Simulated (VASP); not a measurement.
# InSb (I-4m2) in VASP: notebook, part 2 of 2

VASP 6.6.1. Earlier steps stand in the parts before.

## 3. Single point, PBE

This run uses another cell than the first one, of 33.86 Å³/atom.

INCAR

```
SYSTEM = InSb
ALGO     = Normal         ! electronic algorithm
EDIFF    = 1E-6           ! SCF threshold, eV
ENCUT    = 520            ! plane-wave cutoff, eV
GGA      = PE             ! functional
ISIF     = 2              ! what is computed and relaxed
ISMEAR   = 0              ! smearing method
LASPH    = .True.         ! aspherical terms in the spheres
LCHARG   = .False.        ! write CHGCAR
LREAL    = .False.        ! projectors in reciprocal space
LWAVE    = .False.        ! write WAVECAR
NBANDS   = 16             ! bands
NELM     = 100            ! most SCF steps
PREC     = Accurate       ! precision mode
SIGMA    = 0.15           ! smearing width, eV
```

KPOINTS

```
k-points
0
Gamma
  16 16 16
  0 0 0
```

POSCAR

```
InSb
1.0
   -3.0567500000      3.0567500000      1.8119000000
    3.0567500000     -3.0567500000      1.8119000000
    3.0567500000      3.0567500000     -1.8119000000
In Sb
1 1
Direct
    0.2500000000      0.7500000000      0.5000000000
    0.0000000000      0.0000000000      0.0000000000
```

Potentials or basis: VASP PAW PBE potentials, release 64 (In_d, Sb).

Command:

```bash
$ cat potpaw_PBE.64/In_d/POTCAR potpaw_PBE.64/Sb/POTCAR > POTCAR
$ mpirun -np 1 vasp_std > vasp.out
```

OUTCAR:

```text
SYSTEM = InSb
   EDIFF = 1E-6
   ENCUT = 520
   GGA = PE
   ISIF = 2
   ISMEAR = 0
   LASPH = .True.
   LREAL = .False.
   NELM = 100
   PREC = Accurate

 ion  position               nearest neighbor table
   1  0.250  0.750  0.500-   2 3.19   2 3.19   2 3.19   2 3.19
   2  0.000  0.000  0.000-   1 3.19   1 3.19   1 3.19   1 3.19

  LATTYP: Found a body centered tetragonal cell.
 ALAT       =     6.1135000000
 C/A-ratio  =     0.5927537417

  Lattice vectors:

 A1 = (  -3.0567500000,   3.0567500000,   1.8119000000)
 A2 = (   3.0567500000,  -3.0567500000,   1.8119000000)
 A3 = (   3.0567500000,   3.0567500000,  -1.8119000000)

Analysis of symmetry for initial positions (statically):
=====================================================================
 Subroutine PRICEL returns:
 Original cell was already a primitive cell.

 Routine SETGRP: Setting up the symmetry group for a
 body centered tetragonal supercell.

 Subroutine GETGRP returns: Found  8 space group operations
 (whereof  8 operations were pure point group operations)
 out of a pool of 16 trial point group operations.

The static configuration has the point symmetry D_2d.

Analysis of symmetry for dynamics (positions and initial velocities):
=====================================================================
 Subroutine PRICEL returns:
 Original cell was already a primitive cell.

 Routine SETGRP: Setting up the symmetry group for a
 body centered tetragonal supercell.

 Subroutine GETGRP returns: Found  8 space group operations
 (whereof  8 operations were pure point group operations)
 out of a pool of 16 trial point group operations.

The dynamic configuration has the point symmetry D_2d.

 Subroutine INISYM returns: Found  8 space group operations
 (whereof  8 operations are pure point group operations),
[... 105 lines left out ...]
   TEBEG  =    0.0;   TEEND  =   0.0 temperature during run
   PSTRESS=    0.0 pullay stress
   NELECT =      18.0000    total number of electrons
   NUPDOWN=      -1.0000    fix difference up-down
   EMIN   =  10.00;   EMAX   =-10.00  energy-range for DOS
   EFERMI =   0.00;   METHOD = LEGACY
   ISMEAR =     0;   SIGMA  =   0.15  broadening in eV -4-tet -1-fermi 0-gaus
   EFERMI_NEDOS =   21; number of points for ismear=-14 and -15
   IALGO  =     38    algorithm
   IMIX   =      4    mixing-type and parameters
     AMIX     =   0.40;   BMIX     =  1.00
     AMIX_MAG =   1.60;   BMIX_MAG =  1.00
  volume/ion in A,a.u.               =      33.86       228.50
  Fermi-wavevector in a.u.,A,eV,Ry     =   1.052594  1.989115 15.074637  1.107955
  Thomas-Fermi vector in A             =   2.187683
   LORBIT       =      0    0 simple, 1 ext, 2 COOP (PROOUT), +10 PAW based schemes
   GGA     = PE    functional components
   LHFCALC =     F    Hartree Fock is set to
   AEXX    =    0.0000 exact exchange contribution
   IVDW    =     0    specifies the selected vdW correction
   LEPSILON=     F    determine dielectric tensor
   LRPA    =     F    only Hartree local field effects (RPA)
 non-spin polarized calculation
 Gauss-broadening in eV      SIGMA  =   0.15
  energy-cutoff  :      520.00
  volume of cell :       67.72
 maximum number of plane-waves:      1851
   NGX = 17   NGY = 17   NGZ = 17

 number of electron      17.9999997 magnetization

 Free energy of the ion-electron system (eV)
  ---------------------------------------------------
  ext. energy  EPLUGINS =         0.00000000
  ---------------------------------------------------
  free energy    TOTEN  =        -6.47623680 eV

  energy without entropy =       -6.46520996  energy(sigma->0) =       -6.47072338

 E-fermi :   5.1429     XC(G=0):  -9.0801

 val. band max:        5.1127390796   @ k =  -0.1875  -0.4375   0.1250
 cond. band min:       5.1453767113   @ k =  -0.3750  -0.4375   0.1875
 fundamental gap:      0.0326376318
 Fermi energy:         5.1429176684

 k-point     1 :       0.0000    0.0000    0.0000
  band No.  band energies     occupation
      1      -9.3565      2.00000
      2      -9.2324      2.00000
      3      -9.2283      2.00000
      4      -9.2283      2.00000
      5      -9.2261      2.00000
      6      -5.0092      2.00000
[... 433 lines left out ...]
      3      -9.2284      2.00000
      4      -9.2277      2.00000
      5      -9.2256      2.00000
      6      -4.9859      2.00000
[... 8 lines left out ...]
     15      12.8746      0.00000
     16      14.4323      0.00000

 [... further k-points ...]
[... 5 lines left out ...]
  --------------------------------------------------------------------------------------
  -------------------------------------------------------------------------------------
  Total       -2.0000836     -2.0000836     -2.3202973      0.0000000     -0.0000000      0.0000000
  in kB      -47.3199936    -47.3199936    -54.8959307      0.0000000     -0.0000000      0.0000000
  external PRESSURE =     -49.8453060 kB  Pullay stress =       0.0000000 kB

 VOLUME and BASIS-vectors are now :
 -----------------------------------------------------------------------------
  energy-cutoff  :      520.00
  volume of cell :       67.72
      direct lattice vectors                 reciprocal lattice vectors
    -3.056750000  3.056750000  1.811900000     0.000000000  0.163572422  0.275953419
     3.056750000 -3.056750000  1.811900000     0.163572422  0.000000000  0.275953419
     3.056750000  3.056750000 -1.811900000     0.163572422  0.163572422  0.000000000

 POSITION                                       TOTAL-FORCE (eV/Angst)
 -----------------------------------------------------------------------------------
      3.05675      0.00000      0.90595        -0.000000      0.000000     -0.000000
      0.00000      0.00000      0.00000         0.000000     -0.000000      0.000000
 -----------------------------------------------------------------------------------
    total drift:                               -0.000000      0.000000      0.000000

  FREE ENERGIE OF THE ION-ELECTRON SYSTEM (eV)
  ---------------------------------------------------
  free  energy   TOTEN  =        -6.4762367984 eV

  energy  without entropy=       -6.4652099598  energy(sigma->0) =       -6.47072338
```

OSZICAR:

```text
N       E                     dE             d eps       ncg     rms          rms(c)
DAV:   1     0.106465542598E+03    0.10647E+03   -0.79785E+03 11176   0.113E+03
DAV:   2     0.102274078889E+00   -0.10636E+03   -0.10327E+03 12352   0.283E+02
DAV:   3    -0.634943721474E+01   -0.64517E+01   -0.63998E+01 14368   0.681E+01
DAV:   4    -0.651341793705E+01   -0.16398E+00   -0.16394E+00 13432   0.126E+01
DAV:   5    -0.652236002985E+01   -0.89421E-02   -0.89419E-02 16664   0.253E+00    0.237E+00
DAV:   6    -0.647966810035E+01    0.42692E-01   -0.81492E-02 15328   0.371E+00    0.130E+00
DAV:   7    -0.647619775565E+01    0.34703E-02   -0.24624E-02 14848   0.142E+00    0.347E-01
DAV:   8    -0.647616211628E+01    0.35639E-04   -0.26614E-03 13720   0.556E-01    0.110E-01
DAV:   9    -0.647624404956E+01   -0.81933E-04   -0.31861E-04 15352   0.141E-01    0.529E-02
DAV:  10    -0.647623755968E+01    0.64899E-05   -0.17110E-05 14368   0.306E-02    0.261E-02
DAV:  11    -0.647623679842E+01    0.76126E-06   -0.33804E-06 14744   0.205E-02
   1 F= -.64762368E+01 E0= -.64707234E+01  d E =-.110268E-01
```

Wall time 8.3 min (1 thread of Intel Xeon 8259CL, shared host); peak memory 0.52 GiB.

What came out:

| Quantity | Value |
| --- | --- |
| Free energy | -6.4762 eV |
| Pressure | -5.0 GPa |
| Band gap on the k mesh | zero (bands 9 and 10 overlap by 3.83 eV) |

Levels at points of the mesh, in eV from the Fermi level:
```csv
k point,band 6,band 7,band 8,band 9,band 10,band 11,band 12,band 13
"(0.00, 0.00, 0.00)",-10.15,-3.09,-1.34,-1.34,2.83,3.80,5.93,5.93
"(0.50, 0.00, 0.00)",-8.16,-4.36,-1.91,-1.19,-0.79,2.66,2.67,4.37
"(0.50, 0.50, 0.00)",-9.29,-6.30,-0.08,1.71,1.86,1.91,3.06,5.82
"(0.50, 0.50, 0.50)",-8.64,-4.72,-3.57,-3.57,2.05,4.19,7.97,7.97
```

Caveat: the cell stands under tension; spin-orbit coupling is left out, which moves the levels of the heavy elements.

## 4. Single point, PBE

This run uses another cell than the first one, of 34.96 Å³/atom.

INCAR

```
SYSTEM = InSb
PREC = Accurate
ENCUT = 520
EDIFF = 1E-7
ISMEAR = 0
SIGMA = 0.15
LREAL = .FALSE.
LASPH = .TRUE.
NELM = 60
ALGO = Normal
ISIF = 2
LWAVE = .FALSE.
LCHARG = .TRUE.
GGA = PE
LELF = .TRUE.
LVHAR = .TRUE.
NBANDS = 16
```

KPOINTS

```
regular mesh
0
G
  16 16 16
  0 0 0
```

POSCAR

```
InSb
1.0
   -3.1060500000      3.1060500000      1.8119000000
    3.1060500000     -3.1060500000      1.8119000000
    3.1060500000      3.1060500000     -1.8119000000
In Sb
1 1
Direct
    0.2500000000      0.7500000000      0.5000000000
    0.0000000000      0.0000000000      0.0000000000
```

Command:

```bash
$ cat potpaw_PBE.64/In_d/POTCAR potpaw_PBE.64/Sb/POTCAR > POTCAR
$ mpirun -np 1 vasp_std > vasp.out
```

Run time: 8.8 min. Hardware: 1 thread of Intel Xeon 8259CL, shared host; peak memory 0.53 GiB.

The run converged. Its results:

| Item | Value |
| --- | --- |
| Free energy | -6.4065 eV |
| Pressure | -5.6 GPa |
| Band gap on the k mesh | zero (bands 9 and 10 overlap by 3.67 eV) |

Stress tensor (GPa, compression positive):
```
-5.43  0.00  0.00
 0.00 -5.43  0.00
 0.00  0.00 -5.81
```

Levels at points of the mesh, in eV from the Fermi level:
| k point | band 5 | band 6 | band 7 | band 8 | band 9 | band 10 | band 11 | band 12 | band 13 | band 14 |
| --- | --- | --- | --- | --- | --- | --- | --- | --- | --- | --- |
| (0.00, 0.00, 0.00) | -14.35 | -9.99 | -3.25 | -1.31 | -1.31 | 2.86 | 3.80 | 5.73 | 5.73 | 6.45 |
| (0.50, 0.00, 0.00) | -14.32 | -8.08 | -4.22 | -1.92 | -1.08 | -0.76 | 2.54 | 2.71 | 4.24 | 7.07 |
| (0.50, 0.50, 0.00) | -14.33 | -9.20 | -6.16 | -0.12 | 1.66 | 1.75 | 1.80 | 3.02 | 5.90 | 7.02 |
| (0.50, 0.50, 0.50) | -14.32 | -8.63 | -4.70 | -3.42 | -3.42 | 2.16 | 4.36 | 7.61 | 7.61 | 10.30 |

Caveat: the cell stands under tension; spin-orbit coupling is left out, which moves the levels of the heavy elements.

## 5. Summary

| cell | gap on the mesh (eV) | pressure (GPa) |
| --- | --- | --- |
| a = 4.419 Å, angles 96.0, 96.0, 142.4°, 2 atoms | none | 9.7 |
| a = 4.687 Å, angles 98.6, 98.6, 134.5°, 2 atoms | none | -5.0 |
| a = 4.752 Å, angles 98.4, 98.4, 135.2°, 2 atoms | none | -5.6 |

Alike in all rows: task single point; level PBE; potentials or basis VASP PAW PBE potentials, release 64 (In_d, Sb); no spin polarisation; k mesh 16 × 16 × 16; cutoff (eV) 520; smearing gaussian 0.15 eV.

Caveats: spin-orbit coupling is left out, which moves the levels of the heavy elements; the cell stands under tension (at least some runs); the cell stands under pressure (at least some runs).

Total energies depend on the potentials used, so only differences within one code and one set of settings carry meaning.
